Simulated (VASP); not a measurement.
Input of a VASP 6.6.1 run:

The input INCAR:

```
ALGO = Fast ; EDIFF = 1E-7
ENCUT = 520 ; GGA = PE
ISIF = 2 ; ISMEAR = 0
LASPH = True ; LCHARG = False
LREAL = False ; LWAVE = False
NBANDS = 54 ; NELM = 60
PREC = Accurate ; SIGMA = 0.2
```

The input KPOINTS:

```
k-points
0
Gamma
  4 4 4
```

Contents of POSCAR:

```
Y
1.0
    0.0000000000      5.0621733829      5.0621733829
    5.0621733829      0.0000000000      5.0621733829
    5.0621733829      5.0621733829      0.0000000000
Y
8
Direct
    0.0000000000      0.0000000000      0.0000000000
    1.0000000000      0.0000000000      0.5000000000
    1.0000000000      0.5000000000      0.0000000000
    1.0000000000      0.5000000000      0.5000000000
    0.5000000000      1.0000000000      0.0000000000
    0.5000000000      0.0000000000      0.5000000000
    0.5000000000      0.5000000000      0.0000000000
    0.5000000000      0.5000000000      0.5000000000
```

Potentials or basis: VASP PAW PBE potentials, release 64 (Y_sv).

The run is started by

```console
$ cat potpaw_PBE.64/Y_sv/POTCAR > POTCAR
$ mpirun -np 1 vasp_std > vasp.out
```

Task: Predict the pressure.

Result: -0.1 GPa.

Task: Estimate the band gap on the k mesh.

Result: Zero (bands 44 and 45 overlap by 0.92 eV).
